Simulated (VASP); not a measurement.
# CsBr (Pm-3m) in VASP: notebook

The runs below take CsBr through single point, with PBE, r2SCAN, HSE06.

Program: VASP 6.6.1. These are calculated values, not measurements. Logs are shortened: lines on timing, memory, paths and dates and some standing lists are left out, and cuts for length are marked.

## 1. The cell of the first run

It takes space group Pm-3m (No. 221, cubic). The conventional cell has a = 4.320 Å, b = 4.320 Å, c = 4.320 Å, α = 90.00°, β = 90.00°, γ = 90.00°. Cs (site symmetry m-3m) has 8 Br at 3.74 Å and 6 Cs at 4.32 Å within 4.9 Å. Br (site symmetry m-3m) has 8 Cs at 3.74 Å and 6 Br at 4.32 Å within 4.9 Å.

## 2. Single point, PBE

Contents of INCAR:

```
SYSTEM = CsBr
PREC = Accurate
ENCUT = 500
EDIFF = 1E-6
ISMEAR = 0
SIGMA = 0.01
LREAL = .FALSE.
LASPH = .TRUE.
NELM = 120
ALGO = Normal
ISIF = 2
LWAVE = .FALSE.
LCHARG = .FALSE.
GGA = PE
NBANDS = 15
GGA_COMPAT = .FALSE.
```

Contents of KPOINTS:

```
regular mesh
0
G
  6 6 6
  0 0 0
```

Contents of POSCAR:

```
CsBr
1.0
    4.3196005605      0.0000000000      0.0000000000
    0.0000000000      4.3196005605      0.0000000000
    0.0000000000      0.0000000000      4.3196005605
Cs Br
1 1
Direct
    0.0000000000      0.0000000000      0.0000000000
    0.5000000000      0.5000000000      0.5000000000
```

Potentials or basis: VASP PAW PBE potentials, release 64 (Cs_sv, Br).

On the command line:

```
> cat potpaw_PBE.64/Cs_sv/POTCAR potpaw_PBE.64/Br/POTCAR > POTCAR
> mpirun -np 1 vasp_std > vasp.out
```

OUTCAR:

```text
SYSTEM = CsBr
   PREC = Accurate
   ENCUT = 500
   EDIFF = 1E-6
   ISMEAR = 0
   LREAL = .FALSE.
   LASPH = .TRUE.
   NELM = 120
   ISIF = 2
   GGA = PE

 ion  position               nearest neighbor table
   1  0.000  0.000  0.000-
   2  0.500  0.500  0.500-

  LATTYP: Found a simple cubic cell.
 ALAT       =     4.3196005605

  Lattice vectors:

 A1 = (   4.3196005605,   0.0000000000,   0.0000000000)
 A2 = (   0.0000000000,   4.3196005605,   0.0000000000)
 A3 = (   0.0000000000,   0.0000000000,   4.3196005605)

Analysis of symmetry for initial positions (statically):
=====================================================================
 Subroutine PRICEL returns:
 Original cell was already a primitive cell.

 Routine SETGRP: Setting up the symmetry group for a
 simple cubic supercell.

 Subroutine GETGRP returns: Found 48 space group operations
 (whereof 48 operations were pure point group operations)
 out of a pool of 48 trial point group operations.

The static configuration has the point symmetry O_h .

Analysis of symmetry for dynamics (positions and initial velocities):
=====================================================================
 Subroutine PRICEL returns:
 Original cell was already a primitive cell.

 Routine SETGRP: Setting up the symmetry group for a
 simple cubic supercell.

 Subroutine GETGRP returns: Found 48 space group operations
 (whereof 48 operations were pure point group operations)
 out of a pool of 48 trial point group operations.

The dynamic configuration has the point symmetry O_h .

 Subroutine INISYM returns: Found 48 space group operations
 (whereof 48 operations are pure point group operations),
 and found     1 'primitive' translations

----------------------------------------------------------------------------------------

                                     Primitive cell

  volume of cell :      80.5992

  direct lattice vectors                    reciprocal lattice vectors
     4.319600560  0.000000000  0.000000000     0.231502887  0.000000000  0.000000000
     0.000000000  4.319600560  0.000000000     0.000000000  0.231502887  0.000000000
     0.000000000  0.000000000  4.319600560     0.000000000  0.000000000  0.231502887

  length of vectors
     4.319600560  4.319600560  4.319600560     0.231502887  0.231502887  0.231502887

  position of ions in fractional coordinates (direct lattice)
     0.000000000  0.000000000  0.000000000
     0.500000000  0.500000000  0.500000000

  ion indices of the primitive-cell ions
   primitive index   ion index
                 1           1
                 2           2

----------------------------------------------------------------------------------------

 KPOINTS: regular mesh

Automatic generation of k-mesh.
 Grid dimensions read from file:
 generate k-points for:    6    6    6

 Generating k-lattice:

  Cartesian coordinates                     Fractional coordinates (reciprocal lattice)
     0.038583814  0.000000000  0.000000000     0.166666667  0.000000000  0.000000000
     0.000000000  0.038583814  0.000000000     0.000000000  0.166666667  0.000000000
     0.000000000  0.000000000  0.038583814     0.000000000  0.000000000  0.166666667

  Length of vectors
     0.038583814  0.038583814  0.038583814

  Shift w.r.t. Gamma in fractional coordinates (k-lattice)
     0.000000000  0.000000000  0.000000000

 Subroutine IBZKPT returns following result:
 ===========================================

 Found     20 irreducible k-points:

 Following reciprocal coordinates:
            Coordinates               Weight
  0.000000  0.000000  0.000000      1.000000
  0.166667  0.000000  0.000000      6.000000
  0.333333  0.000000  0.000000      6.000000
  0.500000  0.000000  0.000000      3.000000
  0.166667  0.166667  0.000000     12.000000
  0.333333  0.166667  0.000000     24.000000
[... 12 lines left out ...]
  0.500000  0.500000  0.333333      6.000000
  0.500000  0.500000  0.500000      1.000000
   k-points           NKPTS =     20   k-points in BZ     NKDIM =     20   number of bands    NBANDS=     15
   number of dos      NEDOS =    301   number of ions     NIONS =      2
   total plane-waves  NPLWV =  32768
   dimension x,y,z NGX =    32 NGY =   32 NGZ =   32
   dimension x,y,z NGXF=    64 NGYF=   64 NGZF=   64
   ions per type =               1   1
   NGX,Y,Z   is equivalent  to a cutoff of  12.32, 12.32, 12.32 a.u.
   NGXF,Y,Z  is equivalent  to a cutoff of  24.63, 24.63, 24.63 a.u.
 SYSTEM =  CsBr
   PREC   = accura    normal or accurate (medium, high low for compatibility)
   ISTART =      0    job   : 0-new  1-cont  2-samecut
   ICHARG =      2    charge: 1-file 2-atom 10-const
   ISPIN  =      1    spin polarized calculation?
   LNONCOLLINEAR =      F non collinear calculations
   LSORBIT =      F    spin-orbit coupling
   LASPH  =      T    aspherical Exc in radial PAW
   ENCUT  =  500.0 eV  36.75 Ry    6.06 a.u.   7.88  7.88  7.88*2*pi/ulx,y,z
   NELM   =    120;   NELMIN=  2; NELMDL= -5     # of ELM steps
   EDIFF  = 0.1E-05   stopping-criterion for ELM
   LREAL  =      F    real-space projection
   EDIFFG = 0.1E-04   stopping-criterion for IOM
   NSW    =      0    number of steps for IOM
   IBRION =     -1    ionic relax: 0-MD 1-quasi-New 2-CG
   NFREE  =      0    steps in history (QN), initial steepest desc. (CG)
   ISIF   =      2    stress and relaxation
   ISYM   =      2    0-nonsym 1-usesym 2-fastsym
   POTIM  = 0.5000    time-step for ionic-motion
   TEBEG  =    0.0;   TEEND  =   0.0 temperature during run
   PSTRESS=    0.0 pullay stress
   NELECT =      16.0000    total number of electrons
   NUPDOWN=      -1.0000    fix difference up-down
   EMIN   =  10.00;   EMAX   =-10.00  energy-range for DOS
   EFERMI =   0.00;   METHOD = LEGACY
   ISMEAR =     0;   SIGMA  =   0.01  broadening in eV -4-tet -1-fermi 0-gaus
   EFERMI_NEDOS =   21; number of points for ismear=-14 and -15
   IALGO  =     38    algorithm
   IMIX   =      4    mixing-type and parameters
     AMIX     =   0.40;   BMIX     =  1.00
     AMIX_MAG =   1.60;   BMIX_MAG =  1.00
  volume/ion in A,a.u.               =      40.30       271.96
  Fermi-wavevector in a.u.,A,eV,Ry     =   0.955003  1.804693 12.408922  0.912030
  Thomas-Fermi vector in A             =   2.083801
   LORBIT       =      0    0 simple, 1 ext, 2 COOP (PROOUT), +10 PAW based schemes
   GGA     = PE    functional components
   LHFCALC =     F    Hartree Fock is set to
   AEXX    =    0.0000 exact exchange contribution
   IVDW    =     0    specifies the selected vdW correction
   LEPSILON=     F    determine dielectric tensor
   LRPA    =     F    only Hartree local field effects (RPA)
 non-spin polarized calculation
 Gauss-broadening in eV      SIGMA  =   0.01
  energy-cutoff  :      500.00
  volume of cell :       80.60
 maximum number of plane-waves:      2103
 NGX is ok and might be reduce to    32
   NGX = 15   NGY = 15   NGZ = 15

 number of electron      16.0000001 magnetization

 Free energy of the ion-electron system (eV)
  ---------------------------------------------------
  ext. energy  EPLUGINS =         0.00000000
  ---------------------------------------------------
  free energy    TOTEN  =        -6.01516510 eV

  energy without entropy =       -6.01516510  energy(sigma->0) =       -6.01516510

 E-fermi :  -0.3384     XC(G=0):  -7.9706

 val. band max:       -0.4101191064   @ k =   0.5000   0.5000   0.0000
 cond. band min:       4.0147975331   @ k =   0.0000   0.0000   0.0000
 fundamental gap:      4.4249166395
 Fermi energy:        -0.3383917465

 k-point     1 :       0.0000    0.0000    0.0000
  band No.  band energies     occupation
      1     -20.2238      2.00000
      2     -12.7519      2.00000
      3      -6.8265      2.00000
      4      -6.8265      2.00000
      5      -6.8265      2.00000
      6      -0.4184      2.00000
      7      -0.4184      2.00000
      8      -0.4184      2.00000
      9       4.0148      0.00000
     10       4.5238      0.00000
     11       4.5238      0.00000
     12       8.6357      0.00000
     13       8.6357      0.00000
     14       8.6357      0.00000
     15      11.5897      0.00000

 k-point     2 :       0.1667    0.0000    0.0000
  band No.  band energies     occupation
      1     -20.2117      2.00000
      2     -12.7543      2.00000
      3      -6.9267      2.00000
      4      -6.8027      2.00000
      5      -6.8027      2.00000
      6      -0.8124      2.00000
      7      -0.4650      2.00000
      8      -0.4650      2.00000
      9       4.6524      0.00000
     10       4.6977      0.00000
     11       5.1105      0.00000
     12       8.4906      0.00000
     13       8.4906      0.00000
     14       8.7728      0.00000
     15      10.2521      0.00000

 k-point     3 :       0.3333    0.0000    0.0000
  band No.  band energies     occupation
      1     -20.1874      2.00000
      2     -12.7605      2.00000
      3      -7.1095      2.00000
      4      -6.7540      2.00000
      5      -6.7540      2.00000
      6      -1.4319      2.00000
      7      -0.5615      2.00000
      8      -0.5615      2.00000
      9       5.1562      0.00000
     10       5.9687      0.00000
     11       6.4374      0.00000
     12       8.3639      0.00000
     13       8.3639      0.00000
     14       8.6612      0.00000
     15       9.1083      0.00000
[... 271 lines left out ...]
 k-point    19 :       0.5000    0.5000    0.3333
  band No.  band energies     occupation
      1     -20.1037      2.00000
      2     -12.6003      2.00000
      3      -7.2522      2.00000
      4      -7.2522      2.00000
      5      -7.0815      2.00000
      6      -1.4028      2.00000
      7      -1.4028      2.00000
      8      -1.3043      2.00000
      9       7.0720      0.00000
     10       7.1814      0.00000
     11       7.3548      0.00000
     12       7.3548      0.00000
     13       9.3024      0.00000
     14       9.3024      0.00000
     15      10.7325      0.00000

 k-point    20 :       0.5000    0.5000    0.5000
  band No.  band energies     occupation
      1     -20.0937      2.00000
      2     -12.5820      2.00000
      3      -7.2081      2.00000
      4      -7.2081      2.00000
      5      -7.2081      2.00000
      6      -1.5396      2.00000
      7      -1.5396      2.00000
      8      -1.5396      2.00000
      9       7.8036      0.00000
     10       7.8036      0.00000
     11       7.8036      0.00000
     12       8.6513      0.00000
     13       8.6513      0.00000
     14       8.6513      0.00000
     15      10.7823      0.00000

------------------------ aborting loop because EDIFF is reached ----------------------------------------

  FORCE on cell =-STRESS in cart. coord.  units (eV):
  Direction    XX          YY          ZZ          XY          YZ          ZX
  --------------------------------------------------------------------------------------
  -------------------------------------------------------------------------------------
  Total        0.3566825      0.3566825      0.3566825     -0.0000000      0.0000000      0.0000000
  in kB        7.0902505      7.0902505      7.0902505     -0.0000000      0.0000000      0.0000000
  external PRESSURE =       7.0902505 kB  Pullay stress =       0.0000000 kB

 VOLUME and BASIS-vectors are now :
 -----------------------------------------------------------------------------
  energy-cutoff  :      500.00
  volume of cell :       80.60
      direct lattice vectors                 reciprocal lattice vectors
     4.319600560  0.000000000  0.000000000     0.231502887  0.000000000  0.000000000
     0.000000000  4.319600560  0.000000000     0.000000000  0.231502887  0.000000000
     0.000000000  0.000000000  4.319600560     0.000000000  0.000000000  0.231502887

 POSITION                                       TOTAL-FORCE (eV/Angst)
 -----------------------------------------------------------------------------------
      0.00000      0.00000      0.00000         0.000000      0.000000      0.000000
      2.15980      2.15980      2.15980         0.000000      0.000000      0.000000
 -----------------------------------------------------------------------------------
    total drift:                                0.000000      0.000000     -0.000000

  FREE ENERGIE OF THE ION-ELECTRON SYSTEM (eV)
  ---------------------------------------------------
  free  energy   TOTEN  =        -6.0151650973 eV

  energy  without entropy=       -6.0151650973  energy(sigma->0) =       -6.01516510
```

Run time: 12 s. Hardware: 1 thread of Intel Xeon Platinum 8259CL at 2.50GHz (Skylake/Cascade Lake), shared host; peak memory 0.18 GiB.

What came out:

| Property | Result |
| --- | --- |
| Free energy | -6.0152 eV |
| Pressure | 0.7 GPa |
| Band gap on the k mesh | 4.42 eV (least direct gap 4.43 eV) |

Caveat: spin-orbit coupling is left out, which moves the levels of the heavy elements.

## 3. Single point, r2SCAN

POSCAR is that of step 2.

Contents of INCAR.step1:

```
PREC     = Accurate       # precision mode
ENCUT    = 550            # plane-wave cutoff, eV
ISMEAR   = 0              # smearing method
SIGMA    = 0.01           # smearing width, eV
LREAL    = False          # projectors in reciprocal space
LASPH    = True           # aspherical terms in the spheres
NELM     = 120            # most SCF steps
NBANDS   = 15             # bands
GGA      = PE             # functional
ALGO     = Normal         # electronic algorithm
EDIFF    = 1E-5           # SCF threshold, eV
LWAVE    = True           # write WAVECAR
LCHARG   = False          # write CHGCAR
GGA_COMPAT= False
```

Contents of INCAR.step2:

```
PREC     = Accurate       # precision mode
ENCUT    = 550            # plane-wave cutoff, eV
EDIFF    = 1E-6           # SCF threshold, eV
ISMEAR   = 0              # smearing method
SIGMA    = 0.01           # smearing width, eV
LREAL    = False          # projectors in reciprocal space
LASPH    = True           # aspherical terms in the spheres
NELM     = 120            # most SCF steps
ALGO     = Normal         # electronic algorithm
ISIF     = 2              # what is computed and relaxed
LWAVE    = False          # write WAVECAR
LCHARG   = False          # write CHGCAR
METAGGA  = R2SCAN         # meta-GGA
LMIXTAU  = True         
NBANDS   = 15             # bands
ISTART   = 1            
GGA_COMPAT= False
```

Contents of KPOINTS:

```
regular mesh
0
Gamma
  6 6 6
```

Potentials or basis: VASP PAW PBE potentials, release 64 (Cs_sv, Br).

On the command line:

```
> cat potpaw_PBE.64/Cs_sv/POTCAR potpaw_PBE.64/Br/POTCAR > POTCAR
> cp INCAR.step1 INCAR
> mpirun -np 1 vasp_std > vasp.out
> cp INCAR.step2 INCAR
> mpirun -np 1 vasp_std > vasp.out
```

Run time: 70 s. Hardware: 1 thread of Intel Xeon Platinum 8259CL at 2.50GHz (Skylake/Cascade Lake), shared host; peak memory 0.22 GiB.

The run converged. Its results:

| Item | Value |
| --- | --- |
| Free energy | -42.3254 eV |
| Pressure | 0.1 GPa |
| Band gap on the k mesh | 5.19 eV |

Levels at points of the mesh, in eV from the valence-band top:
```csv
k point,band 5,band 6,band 7,band 8,band 9,band 10,band 11,band 12
"(0.00, 0.00, 0.00)",-6.57,0.00,0.00,0.00,5.19,5.42,5.42,9.75
"(0.50, 0.00, 0.00)",-6.47,-1.26,-0.19,-0.19,6.43,7.85,8.37,8.94
"(0.50, 0.50, 0.00)",-6.41,-0.58,-0.58,0.00,5.84,6.11,7.85,7.85
"(0.50, 0.50, 0.50)",-6.95,-1.13,-1.13,-1.13,8.89,8.89,8.89,9.78
```

Caveat: the PAW data sets were made with another functional, which shifts forces and pressure a little; spin-orbit coupling is left out, which moves the levels of the heavy elements.

(Continued in part 2 of 2.)
